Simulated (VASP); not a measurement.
Here is a VASP 6.6.1 calculation.

File INCAR:

```
SYSTEM = BN
  PREC = Accurate
  ENCUT = 520
  EDIFF = 1E-6
  ISMEAR = 0
  SIGMA = 0.05
  LREAL = .FALSE.
  LASPH = .TRUE.
  NELM = 60
  ALGO = Normal
  ISIF = 2
  LWAVE = .FALSE.
  LCHARG = .FALSE.
  GGA = PE
  IVDW = 12
  NBANDS = 11
```

The input KPOINTS:

```
Automatic mesh
0
G
  12 12 12
  0 0 0
```

POSCAR

```
BN
1.0
    1.2029346237      0.6945146288      3.0312937698
   -1.2029346237      0.6945146288      3.0312937698
    0.0000000000     -1.3890292576      3.0312937698
B N
1 1
Direct
    0.9996975446      0.9996975446      0.9996975446
    0.3327354554      0.3327354554      0.3327354554
```

Potentials or basis: VASP PAW PBE potentials, release 64 (B, N).

Run with:

```sh
$ cat potpaw_PBE.64/B/POTCAR potpaw_PBE.64/N/POTCAR > POTCAR
$ mpirun -np 1 vasp_std > vasp.out
```

(1) Predict the pressure.

(2) What does it give for the largest force?

(3) Estimate the band gap on the k mesh.

## Answers

(1) 40.0 GPa.

(2) 0.041 eV/Å.

(3) 4.20 eV, indirect (least direct gap 5.02 eV).

Caveat: the cell differs from its parent crystal (strain -0.040 along x and y, -0.080 along z).
